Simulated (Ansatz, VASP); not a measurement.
# Bi2Te3: VASP beside Ansatz

```xyz
5
Lattice="2.1967 1.2683 9.6604 -2.1967 1.2683 9.6604 0.0000 -2.5365 9.6604" Properties=species:S:1:pos:R:3 pbc="T T T"
Bi    0.0000    0.0000   23.4330
Bi    0.0000    0.0000   11.6344
Te    0.0000    0.0000   17.5337
Te    0.0000    0.0000    5.9195
Te    0.0000    0.0000    0.1666
```

Alike in both runs: functional PBEsol; k mesh 9 × 9 × 9; occupations gaussian, width 0.1 eV; no spin polarisation.

Ansatz relaxed the structure, and its values are those at the end. VASP's run is a single point on that final structure, the one shown.

```csv
,VASP,Ansatz
version,VASP 6.6.1,Ansatz 0.2.0
potentials or method,"VASP PAW PBE potentials, release 64 (Bi_d, Te), cutoff 520 eV","scalar-relativistic, plane waves, PAW"
valence electrons in the cell,48,78
```

```tsv
	VASP	Ansatz	Ansatz less VASP
gap on the k mesh at the Fermi level (eV)	none	none	-
pressure (GPa)	0.0	0.0	-0.01
rms of the force components (eV/Å)	0.003	0.001	-0.0020
```

VASP's potentials were made for PBE, not for PBEsol. A gap of «none» marks a metal or a gap that the smearing closes. VASP's potentials hold 48 valence electrons a cell and Ansatz's 78, so a difference there can come from the potentials and not from the codes.

Spin-orbit coupling is off throughout.
